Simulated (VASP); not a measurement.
Wanted: the native input for a VASP 6.6.1 run.

```yaml
Task: single point
Functional: PBEsol
Potentials_or_basis: VASP PAW PBE potentials, release 64 (Ca_sv, Se)
Cutoff: 520 eV
k_mesh: 8 × 8 × 8
Occupations: gaussian, width 0.01 eV
Spin: no spin polarisation
Dipole_correction: no
Further_INCAR_settings: ALGO = Normal; EDIFF = 1e-06; NBANDS = 15
```

The structure of CaSe lies in POSCAR:

```
CaSe
1.0
    2.9491228363      2.9491228363      0.0000000000
   -2.9491228363      2.9491228363      0.0000000000
    0.0000000000      2.9491228363      2.9296804933
Ca Se
1 1
Direct
    0.0000000000      0.0000000000      0.0000000000
    0.5000000000      0.5000000000      0.0000000000
```

This cell differs from its parent crystal: in-plane strain +0.005, then relaxed in part.

One way to write it, as run:

INCAR

```
PREC = Accurate
ENCUT = 520
EDIFF = 1E-6
ISMEAR = 0
SIGMA = 0.01
LREAL = False
LASPH = True
NELM = 100
ALGO = Normal
ISIF = 2
LWAVE = False
LCHARG = False
GGA = PS
NBANDS = 15
```

KPOINTS

```
regular mesh
0
Gamma
  8 8 8
```

Potentials or basis: VASP PAW PBE potentials, release 64 (Ca_sv, Se).

Run with:

```bash
$ cat potpaw_PBE.64/Ca_sv/POTCAR potpaw_PBE.64/Se/POTCAR > POTCAR
$ mpirun -np 1 vasp_std > vasp.out
```

It gave:

```json
{"Pressure": "-0.2 GPa", "Band gap on the k mesh": "1.88 eV, indirect (least direct gap 2.84 eV)"}
```

Caveat: the cell differs from its parent crystal (in-plane strain +0.005, then relaxed in part); the PAW data sets were made with another functional, which shifts forces and pressure a little.

Run time: 30 s on 1 thread of Intel Xeon 6975P-C (shared host), peak memory 0.2 GiB.
